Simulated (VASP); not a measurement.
A run of VASP 6.6.1 is set up as follows.

INCAR

```
SYSTEM = Co
ALGO = Normal
EDIFF = 1E-6
ENCUT = 520
GGA = RE
ISIF = 2
ISMEAR = -1
LASPH = .True.
LCHARG = .False.
LREAL = .False.
LWAVE = .False.
NBANDS = 10
NELM = 80
PREC = Accurate
SIGMA = 0.1
```

Contents of KPOINTS:

```
k-points
0
Gamma
  18 18 18
  0 0 0
```

The input POSCAR:

```
Co
1.0
   -1.3723293793      1.3723293793      1.3723293793
    1.3723293793     -1.3723293793      1.3723293793
    1.3723293793      1.3723293793     -1.3723293793
Co
1
Direct
    0.0000000000      0.0000000000      0.0000000000
```

Potentials or basis: VASP PAW PBE potentials, release 64 (Co).

Launch:

```console
$ cat potpaw_PBE.64/Co/POTCAR > POTCAR
$ mpirun -np 1 vasp_std > vasp.out
```

Problem. Estimate the pressure.

Solution. 9.2 GPa.

Caveat: the PAW data sets were made with another functional, which shifts forces and pressure a little; the run has no spin polarisation, though such a crystal can be magnetic. Spin polarisation is off, so any magnetic state and its effect on volume and gap are missing.
